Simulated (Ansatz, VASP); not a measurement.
# BP: VASP beside Ansatz

```
CELL_PARAMETERS angstrom
0.00000 2.24563 2.24563
2.24563 0.00000 2.24563
2.24563 2.24563 0.00000
ATOMIC_POSITIONS crystal
B 0.00000 0.00000 0.00000
P 0.25000 0.25000 0.25000
```

Change from the starting cell: hydrostatic strain -1.0%.

Alike in both runs: task single point; functional HSE06; k mesh 6 × 6 × 6; no spin polarisation.

```csv
,VASP,Ansatz
version,VASP 6.6.1,Ansatz 0.2.0
potentials or method,"VASP PAW PBE potentials, release 64 (B, P)","plane waves, PAW"
plane-wave cutoff (eV),520,420
occupations,"gaussian, width 0.01 eV",fixed
valence electrons in the cell,8,8
```

```csv
,VASP,Ansatz,Ansatz less VASP
gap on the k mesh at the Fermi level (eV),2.00,2.00,+0.005
pressure (GPa),3.5,4.1,+0.61
```

Ansatz's warnings: stress exchange threshold loose, stress scf threshold loose.
